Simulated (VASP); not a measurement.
Write the native input for VASP 6.6.1 that does the following.

| Quantity | Value |
| --- | --- |
| Task | single point |
| Functional | PBE |
| Potentials or basis | VASP PAW PBE potentials, release 64 (Na_pv, Ca_sv, I) |
| Cutoff | 520 eV |
| k mesh | 6 × 6 × 4 |
| Occupations | gaussian, width 0.1 eV |
| Spin | no spin polarisation |
| Dipole correction | no |
| Further INCAR settings | ALGO = Normal; EDIFF = 1e-06; NBANDS = 24 |

The structure of NaCaI2 lies in POSCAR:

```
NaCaI2
1.0
    3.5706069400      0.0000000000      0.0000000000
    0.0000000000      3.5706069400      0.0000000000
    0.0000000000      0.0000000000      5.9371586200
Na Ca I
1 1 2
Direct
    0.0000000000      0.0000000000      0.5000000000
    0.0000000000      0.0000000000      0.0000000000
    0.5000000000      0.5000000000      0.7108082100
    0.5000000000      0.5000000000      0.2891917900
```

These files were run (other wordings do the same):

INCAR

```
ALGO     = Normal         # electronic algorithm
EDIFF    = 1E-6           # SCF threshold, eV
ENCUT    = 520            # plane-wave cutoff, eV
GGA      = PE             # functional
ISIF     = 2              # what is computed and relaxed
ISMEAR   = 0              # smearing method
LASPH    = T              # aspherical terms in the spheres
LCHARG   = F              # write CHGCAR
LREAL    = F              # projectors in reciprocal space
LWAVE    = F              # write WAVECAR
NBANDS   = 24             # bands
NELM     = 100            # most SCF steps
PREC     = Accurate       # precision mode
SIGMA    = 0.1            # smearing width, eV
```

KPOINTS

```
k-points
0
Gamma
  6 6 4
```

Potentials or basis: VASP PAW PBE potentials, release 64 (Na_pv, Ca_sv, I).

The run is started by

```console
$ cat potpaw_PBE.64/Na_pv/POTCAR potpaw_PBE.64/Ca_sv/POTCAR potpaw_PBE.64/I/POTCAR > POTCAR
$ mpirun -np 1 vasp_std > vasp.out
```

It gave:

```
Pressure      : 48.3 GPa
Largest force : 9.896 eV/Å
```

Caveat: an odd number of electrons without spin polarisation forces a metal; a magnetic or distorted state may lie lower.

Run time: 44 s on 1 thread of Intel(R) Xeon(R) Platinum 8259CL CPU @ 2.50GHz (Skylake/Cascade Lake), with other jobs on the host, peak memory 0.21 GiB.
